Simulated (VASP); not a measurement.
A run of VASP 6.6.1 is set up as follows.

The input INCAR:

```
  ALGO = Normal
  EDIFF = 1E-6
  ENCUT = 600
  GGA = PE
  GGA_COMPAT = F
  ISIF = 2
  ISMEAR = 0
  LASPH = T
  LCHARG = F
  LREAL = F
  LWAVE = F
  NBANDS = 15
  NELM = 120
  PREC = Accurate
  SIGMA = 0.01
```

KPOINTS

```
k-points
0
Gamma
  4 4 4
```

Contents of POSCAR:

```
BaO
1.0
    0.0000000000      2.7249506593      2.7249506593
    2.7249506593      0.0000000000      2.7249506593
    2.7249506593      2.7249506593      0.0000000000
Ba O
1 1
Direct
    0.0000000000      0.0000000000      0.0000000000
    0.5000000000      0.5000000000      0.5000000000
```

Potentials or basis: VASP PAW PBE potentials, release 64 (Ba_sv, O).

Launch:

```sh
$ cat potpaw_PBE.64/Ba_sv/POTCAR potpaw_PBE.64/O/POTCAR > POTCAR
$ mpirun -np 1 vasp_std > vasp.out
```

(1) Predict the band gap on the k mesh.

(2) What does it give for the pressure?

Results:

(1) 1.79 eV, direct.

(2) 7.5 GPa.

Caveat: the k points lie up to 0.50 Å⁻¹ apart; spin-orbit coupling is left out, which moves the levels of the heavy elements.
